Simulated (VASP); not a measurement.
Here is a VASP 6.6.1 calculation.

INCAR

```
SYSTEM = Zn
ALGO = Normal ; EDIFF = 1E-7
ENCUT = 520 ; GGA = PS
ISIF = 2 ; ISMEAR = 0
LASPH = .True. ; LCHARG = .True.
LELF = .True. ; LREAL = .False.
LVHAR = .True. ; LWAVE = .False.
NBANDS = 12 ; NELM = 100
PREC = Accurate ; SIGMA = 0.15
```

KPOINTS

```
k-points
0
Gamma
  22 22 22
  0 0 0
```

The input POSCAR:

```
Zn
1.0
   -1.5300745013      1.5300745013      1.5300745013
    1.5300745013     -1.5300745013      1.5300745013
    1.5300745013      1.5300745013     -1.5300745013
Zn
1
Direct
    0.0000000000      0.0000000000      0.0000000000
```

Potentials or basis: VASP PAW PBE potentials, release 64 (Zn).

Run with:

```sh
$ cat potpaw_PBE.64/Zn/POTCAR > POTCAR
$ mpirun -np 1 vasp_std > vasp.out
```

(1) What does it give for the pressure?

(2) Estimate the band gap on the k mesh.

Results:

(1) 0.5 GPa.

(2) zero (band 6 reaches 7.76 eV, above the bottom of band 7 at 2.61 eV).

Caveat: the PAW data sets were made with another functional, which shifts forces and pressure a little.
